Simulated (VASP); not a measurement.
# Ru (Ia-3) in VASP: notebook

Runs on Ru. Level: PBE. Tasks: single point, relaxation of cell and atoms.

All numbers are computed with VASP 6.6.1; they aren't measurements. Logs are shortened: lines on timing, memory, paths and dates and some standing lists are left out, and cuts for length are marked.

**1. The cell of the first run**

It takes space group Ia-3 (No. 206, cubic). Conventional cell: a = 6.541 Å, b = 6.541 Å, c = 6.541 Å, α = 90.00°, β = 90.00°, γ = 90.00°. Within 3.1 Å of Ru (site symmetry 3) lie 5 Ru at 2.32 to 3.02 Å.

**2. Single point, PBE**

Input file INCAR:

```
  PREC = Accurate
  ENCUT = 500
  EDIFF = 1E-6
  ISMEAR = 0
  SIGMA = 0.1
  LREAL = F
  LASPH = T
  NELM = 120
  ALGO = Normal
  ISIF = 2
  LWAVE = F
  LCHARG = F
  GGA = PE
  NBANDS = 66
  GGA_COMPAT = F
```

Input file KPOINTS:

```
Automatic mesh
0
Gamma
  8 8 8
```

Input file POSCAR:

```
Ru
1.0
   -3.2704430843      3.2704430843      3.2704430843
    3.2704430843     -3.2704430843      3.2704430843
    3.2704430843      3.2704430843     -3.2704430843
Ru
8
Direct
    0.2337486557      0.2337486557      0.2337486557
    0.5000000000      0.0000000000      0.2662513443
    0.2662513443      0.5000000000      0.0000000000
    0.0000000000      0.2662513443      0.5000000000
    0.7662513443      0.7662513443      0.7662513443
    0.5000000000      0.0000000000      0.7337486557
    0.7337486557      0.5000000000      0.0000000000
    0.0000000000      0.7337486557      0.5000000000
```

Potentials or basis: VASP PAW PBE potentials, release 64 (Ru_pv).

Command:

```bash
$ cat potpaw_PBE.64/Ru_pv/POTCAR > POTCAR
$ mpirun -np 1 vasp_std > vasp.out
```

OUTCAR:

```text
PREC = Accurate
   ENCUT = 500
   EDIFF = 1E-6
   ISMEAR = 0
   LREAL = F
   LASPH = T
   NELM = 120
   ISIF = 2
   GGA = PE

 ion  position               nearest neighbor table
   1  0.234  0.234  0.234-   2 2.32   3 2.32   4 2.32   5 2.65   5 3.02
   2  0.500  0.000  0.266-   1 2.32   3 2.32   4 2.32   6 2.65   6 3.02
   3  0.266  0.500  0.000-   1 2.32   2 2.32   4 2.32   7 2.65   7 3.02
   4  0.000  0.266  0.500-   1 2.32   3 2.32   2 2.32   8 2.65   8 3.02
   5  0.766  0.766  0.766-   6 2.32   7 2.32   8 2.32   1 2.65   1 3.02
   6  0.500  0.000  0.734-   5 2.32   7 2.32   8 2.32   2 2.65   2 3.02
   7  0.734  0.500  0.000-   5 2.32   8 2.32   6 2.32   3 2.65   3 3.02
   8  0.000  0.734  0.500-   5 2.32   7 2.32   6 2.32   4 2.65   4 3.02

  LATTYP: Found a body centered cubic cell.
 ALAT       =     6.5408861686

  Lattice vectors:

 A1 = (  -3.2704430843,   3.2704430843,   3.2704430843)
 A2 = (   3.2704430843,  -3.2704430843,   3.2704430843)
 A3 = (   3.2704430843,   3.2704430843,  -3.2704430843)

Analysis of symmetry for initial positions (statically):
=====================================================================
 Subroutine PRICEL returns:
 Original cell was already a primitive cell.

 Routine SETGRP: Setting up the symmetry group for a
 body centered cubic supercell.

 Subroutine GETGRP returns: Found 24 space group operations
 (whereof  6 operations were pure point group operations)
 out of a pool of 48 trial point group operations.

The static configuration has the point symmetry S_6 .
 The point group associated with its full space group is T_h .

Analysis of symmetry for dynamics (positions and initial velocities):
=====================================================================
 Subroutine PRICEL returns:
 Original cell was already a primitive cell.

 Routine SETGRP: Setting up the symmetry group for a
 body centered cubic supercell.

 Subroutine GETGRP returns: Found 24 space group operations
 (whereof  6 operations were pure point group operations)
 out of a pool of 48 trial point group operations.

The dynamic configuration has the point symmetry S_6 .
 The point group associated with its full space group is T_h .

 Subroutine INISYM returns: Found 24 space group operations
 (whereof  6 operations are pure point group operations),
 and found     1 'primitive' translations

[... 105 lines left out ...]
   NELM   =    120;   NELMIN=  2; NELMDL= -5     # of ELM steps
   EDIFF  = 0.1E-05   stopping-criterion for ELM
   LREAL  =      F    real-space projection
   EDIFFG = 0.1E-04   stopping-criterion for IOM
   NSW    =      0    number of steps for IOM
   IBRION =     -1    ionic relax: 0-MD 1-quasi-New 2-CG
   NFREE  =      0    steps in history (QN), initial steepest desc. (CG)
   ISIF   =      2    stress and relaxation
   ISYM   =      2    0-nonsym 1-usesym 2-fastsym
   POTIM  = 0.5000    time-step for ionic-motion
   TEBEG  =    0.0;   TEEND  =   0.0 temperature during run
   PSTRESS=    0.0 pullay stress
   NELECT =     112.0000    total number of electrons
   NUPDOWN=      -1.0000    fix difference up-down
   EMIN   =  10.00;   EMAX   =-10.00  energy-range for DOS
   EFERMI =   0.00;   METHOD = LEGACY
   ISMEAR =     0;   SIGMA  =   0.10  broadening in eV -4-tet -1-fermi 0-gaus
   EFERMI_NEDOS =   21; number of points for ismear=-14 and -15
   IALGO  =     38    algorithm
   IMIX   =      4    mixing-type and parameters
     AMIX     =   0.40;   BMIX     =  1.00
     AMIX_MAG =   1.60;   BMIX_MAG =  1.00
  volume/ion in A,a.u.               =      17.49       118.03
  Fermi-wavevector in a.u.,A,eV,Ry     =   1.520037  2.872454 31.436443  2.310513
  Thomas-Fermi vector in A             =   2.628942
   LORBIT       =      0    0 simple, 1 ext, 2 COOP (PROOUT), +10 PAW based schemes
   GGA     = PE    functional components
   LHFCALC =     F    Hartree Fock is set to
   AEXX    =    0.0000 exact exchange contribution
   IVDW    =     0    specifies the selected vdW correction
   LEPSILON=     F    determine dielectric tensor
   LRPA    =     F    only Hartree local field effects (RPA)
 non-spin polarized calculation
 Gauss-broadening in eV      SIGMA  =   0.10
  energy-cutoff  :      500.00
  volume of cell :      139.92
 maximum number of plane-waves:      3577
 NGX is ok and might be reduce to    42
   NGX = 21   NGY = 21   NGZ = 21

 number of electron     111.9999999 magnetization

 Free energy of the ion-electron system (eV)
  ---------------------------------------------------
  ext. energy  EPLUGINS =         0.00000000
  ---------------------------------------------------
  free energy    TOTEN  =       -65.04883268 eV

  energy without entropy =      -64.99784208  energy(sigma->0) =      -65.02333738

 E-fermi :   8.8059     XC(G=0): -12.3554

 val. band max:        8.7860473264   @ k =  -0.2500   0.2500   0.2500
 cond. band min:       8.8195754909   @ k =   0.1250  -0.1250   0.3750
 fundamental gap:      0.0335281645
 Fermi energy:         8.8058965971

 k-point     1 :       0.0000    0.0000    0.0000
  band No.  band energies     occupation
      1     -34.7222      2.00000
      2     -34.7222      2.00000
      3     -34.6661      2.00000
      4     -34.6661      2.00000
      5     -34.1777      2.00000
      6     -34.1777      2.00000
[... 1645 lines left out ...]
     65      10.9490      0.00000
     66      11.1824      0.00000

 [... further k-points ...]
[... 5 lines left out ...]
  --------------------------------------------------------------------------------------
  -------------------------------------------------------------------------------------
  Total        0.2871538      0.2871538      0.2871538     -0.0000000     -0.0000000     -0.0000000
  in kB        3.2881027      3.2881027      3.2881027     -0.0000000     -0.0000000     -0.0000000
  external PRESSURE =       3.2881027 kB  Pullay stress =       0.0000000 kB

 VOLUME and BASIS-vectors are now :
 -----------------------------------------------------------------------------
  energy-cutoff  :      500.00
  volume of cell :      139.92
      direct lattice vectors                 reciprocal lattice vectors
    -3.270443084  3.270443084  3.270443084     0.000000000  0.152884483  0.152884483
     3.270443084 -3.270443084  3.270443084     0.152884483  0.000000000  0.152884483
     3.270443084  3.270443084 -3.270443084     0.152884483  0.152884483  0.000000000

 POSITION                                       TOTAL-FORCE (eV/Angst)
 -----------------------------------------------------------------------------------
      0.76446      0.76446      0.76446        -0.003566     -0.003566     -0.003566
     -0.76446      2.50598      0.76446         0.003566      0.003566     -0.003566
      0.76446     -0.76446      2.50598        -0.003566      0.003566      0.003566
      2.50598      0.76446     -0.76446         0.003566     -0.003566      0.003566
      2.50598      2.50598      2.50598         0.003566      0.003566      0.003566
      0.76446      4.03490     -0.76446        -0.003566     -0.003566      0.003566
     -0.76446      0.76446      4.03490         0.003566     -0.003566     -0.003566
      4.03490     -0.76446      0.76446        -0.003566      0.003566     -0.003566
 -----------------------------------------------------------------------------------
    total drift:                                0.000000      0.000000      0.000000

  FREE ENERGIE OF THE ION-ELECTRON SYSTEM (eV)
  ---------------------------------------------------
  free  energy   TOTEN  =       -65.0488326799 eV

  energy  without entropy=      -64.9978420766  energy(sigma->0) =      -65.02333738
```

Run time: 6.1 min. Hardware: 1 thread of Oxide Virtual Turin-like, shared host; peak memory 0.33 GiB.

Results:

```yaml
Free_energy: -65.0488 eV
Pressure: 0.3 GPa
Largest_force: 0.006 eV/Å
Band_gap_on_the_k_mesh: zero (bands 56 and 57 overlap by 0.68 eV)
```

Forces in eV/Å, atoms in the order of the input:
```
Ru  -0.004 -0.004 -0.004
Ru   0.004  0.004 -0.004
Ru  -0.004  0.004  0.004
Ru   0.004 -0.004  0.004
Ru   0.004  0.004  0.004
Ru  -0.004 -0.004  0.004
Ru   0.004 -0.004 -0.004
Ru  -0.004  0.004 -0.004
```

**3. Relaxation of cell and atoms, PBE**

Input file INCAR:

```
ALGO = Normal
EDIFF = 1E-7
EDIFFG = -0.01
ENCUT = 500
GGA = PE
GGA_COMPAT = F
IBRION = 2
ISIF = 3
ISMEAR = 0
LASPH = T
LCHARG = F
LREAL = F
LWAVE = F
NELM = 120
NELMIN = 4
NSW = 100
PREC = Accurate
SIGMA = 0.1
```

Input file KPOINTS:

```
k-points
0
Gamma
  8 8 8
```

Input file POSCAR:

```
Ru
1.0
   -3.2712154567      3.2712154567      3.2712154567
    3.2712154567     -3.2712154567      3.2712154567
    3.2712154567      3.2712154567     -3.2712154567
Ru
8
Direct
    0.2303190602      0.2303190602      0.2303190602
    0.5000000000      0.0000000000      0.2696809398
    0.2696809398      0.5000000000      0.0000000000
    0.0000000000      0.2696809398      0.5000000000
    0.7696809398      0.7696809398      0.7696809398
    0.5000000000      0.0000000000      0.7303190602
    0.7303190602      0.5000000000      0.0000000000
    0.0000000000      0.7303190602      0.5000000000
```

Potentials or basis: VASP PAW PBE potentials, release 64 (Ru_pv).

Command:

```bash
$ cat potpaw_PBE.64/Ru_pv/POTCAR > POTCAR
$ mpirun -np 1 vasp_std > vasp.out
```

OUTCAR:

```text
EDIFF = 1E-7
   EDIFFG = -0.01
   ENCUT = 500
   GGA = PE
   IBRION = 2
   ISIF = 3
   ISMEAR = 0
   LASPH = T
   LREAL = F
   NELM = 120
   NELMIN = 4
   NSW = 100
   PREC = Accurate

 ion  position               nearest neighbor table
   1  0.230  0.230  0.230-   2 2.32   4 2.32   3 2.32   5 2.61   5 3.06
   2  0.500  0.000  0.270-   1 2.32   4 2.32   3 2.32   6 2.61   6 3.06
   3  0.270  0.500  0.000-   2 2.32   4 2.32   1 2.32   7 2.61   7 3.06
   4  0.000  0.270  0.500-   1 2.32   3 2.32   2 2.32   8 2.61   8 3.06
   5  0.770  0.770  0.770-   6 2.32   8 2.32   7 2.32   1 2.61   1 3.06
   6  0.500  0.000  0.730-   5 2.32   7 2.32   8 2.32   2 2.61   2 3.06
   7  0.730  0.500  0.000-   8 2.32   6 2.32   5 2.32   3 2.61   3 3.06
   8  0.000  0.730  0.500-   5 2.32   6 2.32   7 2.32   4 2.61   4 3.06

  LATTYP: Found a body centered cubic cell.
 ALAT       =     6.5424309134

  Lattice vectors:

 A1 = (  -3.2712154567,   3.2712154567,   3.2712154567)
[... 407 lines left out ...]
  ext. energy  EPLUGINS =         0.00000000
  ---------------------------------------------------
  free energy    TOTEN  =       -65.04937272 eV

  energy without entropy =      -64.99750180  energy(sigma->0) =      -65.02343726

 E-fermi :   8.7799     XC(G=0): -12.3388

 val. band max:        8.7774034965   @ k =   0.1250  -0.1250   0.3750
 cond. band min:       8.8016100478   @ k =   0.5000   0.5000   0.2500
 fundamental gap:      0.0242065514
 Fermi energy:         8.7799491847

 k-point     1 :       0.0000    0.0000    0.0000
  band No.  band energies     occupation
      1     -34.7465      2.00000
      2     -34.7465      2.00000
      3     -34.6891      2.00000
      4     -34.6891      2.00000
      5     -34.2094      2.00000
      6     -34.2094      2.00000
[... 1669 lines left out ...]
     66      11.1273      0.00000
     67      11.1500      0.00000

 [... further k-points ...]
[... 5 lines left out ...]
  --------------------------------------------------------------------------------------
  -------------------------------------------------------------------------------------
  Total        0.0004890      0.0004890      0.0004890      0.0000000     -0.0000000     -0.0000000
  in kB        0.0055837      0.0055837      0.0055837      0.0000000     -0.0000000     -0.0000000
  external PRESSURE =       0.0055837 kB  Pullay stress =       0.0000000 kB
[... 23 lines left out ...]
  FREE ENERGIE OF THE ION-ELECTRON SYSTEM (eV)
  ---------------------------------------------------
  free  energy   TOTEN  =       -65.0493727188 eV

  energy  without entropy=      -64.9975018015  energy(sigma->0) =      -65.02343726

 reached required accuracy - stopping structural energy minimisation
```

It took 28 min on 1 thread of Oxide Virtual Turin-like, shared host; peak memory 0.36 GiB.

What came out:

| Property | Result |
| --- | --- |
| Free energy | -65.0494 eV |
| Relaxed volume | 17.54 Å³/atom |
| Relaxed cell | a = 5.670 Å, b = 5.670 Å, c = 5.670 Å, α = 109.47°, β = 109.47°, γ = 109.47° |
| Space group after relaxing (to 0.1 Å) | Ia-3 (No. 206) |
| Energy gained by relaxing | 0.2 meV/atom |
| Ionic steps | 6 |
| Pressure after relaxing | 0.0 GPa |
| Largest force after relaxing | 0.005 eV/Å |
| Band gap on the k mesh | zero (bands 56 and 57 overlap by 0.63 eV) |

Forces in eV/Å, atoms in the order of the input:
```
Ru   0.003  0.003  0.003
Ru  -0.003 -0.003  0.003
Ru   0.003 -0.003 -0.003
Ru  -0.003  0.003 -0.003
Ru  -0.003 -0.003 -0.003
Ru   0.003  0.003 -0.003
Ru  -0.003  0.003  0.003
Ru   0.003 -0.003  0.003
```

Step by step:
| step | energy change (eV) | largest force (eV/Å) | pressure (GPa) | volume (Å³) |
| --- | --- | --- | --- | --- |
| 1 | 0.0000 | 0.0319 | 0.64 | 140.02 |
| 2 | 0.0031 | 0.0001 | -1.36 | 141.44 |
| 3 | -0.0010 | 0.0211 | -0.03 | 140.49 |
| 4 | -0.0012 | 0.0193 | -0.03 | 140.47 |
| 5 | -0.0015 | 0.0142 | -0.02 | 140.41 |
| 6 | -0.0019 | 0.0045 | 0.00 | 140.30 |

Final structure:
```
Ru
1.0
    -3.27339    3.27339    3.27339
     3.27339   -3.27339    3.27339
     3.27339    3.27339   -3.27339
Ru
8
Cartesian
  0.7596 0.7596 0.7596
  -0.7596 2.5138 0.7596
  0.7596 -0.7596 2.5138
  -0.7596 4.0330 2.5138
  2.5138 2.5138 2.5138
  4.0330 0.7596 2.5138
  -0.7596 0.7596 4.0330
  4.0330 -0.7596 0.7596
```

Levels at points of the mesh, in eV from the Fermi level:
```tsv
k point	band 54	band 55	band 56	band 57	band 58	band 59
(0.00, 0.00, 0.00)	-0.12	0.33	0.33	0.37	0.37	0.37
(0.50, 0.00, 0.00)	-0.33	-0.25	-0.25	0.23	0.23	0.80
(0.50, 0.50, 0.50)	-1.21	-0.30	-0.30	-0.30	-0.21	-0.21
```

The gap in the log of VASP goes by the Fermi energy; the results here count the filled bands.